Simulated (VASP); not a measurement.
Input of a VASP 6.6.1 run:

INCAR

```
PREC = Accurate ; ENCUT = 520
EDIFF = 1E-6 ; ISMEAR = 0
SIGMA = 0.1 ; LREAL = False
LASPH = True ; NELM = 100
ALGO = Normal ; ISIF = 2
LWAVE = False ; LCHARG = False
GGA = PE ; NBANDS = 36
```

File KPOINTS:

```
Automatic mesh
0
Gamma
  9 9 2
```

File POSCAR:

```
Mo
1.0
    2.7692286419      0.0000000000      0.0000000000
   -1.3846143209      2.3982223528      0.0000000000
    0.0000000000      0.0000000000      9.6612926128
Mo
4
Direct
    0.0000000000      0.0000000000      0.0000000000
    0.0000000000      0.0000000000      0.5000000000
    0.3333333333      0.6666666667      0.7500000000
    0.6666666667      0.3333333333      0.2500000000
```

Potentials or basis: VASP PAW PBE potentials, release 64 (Mo_sv).

Run with:

```console
$ cat potpaw_PBE.64/Mo_sv/POTCAR > POTCAR
$ mpirun -np 1 vasp_std > vasp.out
```

Task: What does it give for the pressure?

Result: 0.4 GPa.

Task: What does it give for the band gap on the k mesh?

Result: Zero (bands 28 and 29 overlap by 1.60 eV).

Stress tensor (GPa, compression positive):
```
0.61 0.00 0.00
0.00 0.61 0.00
0.00 0.00 0.03
```
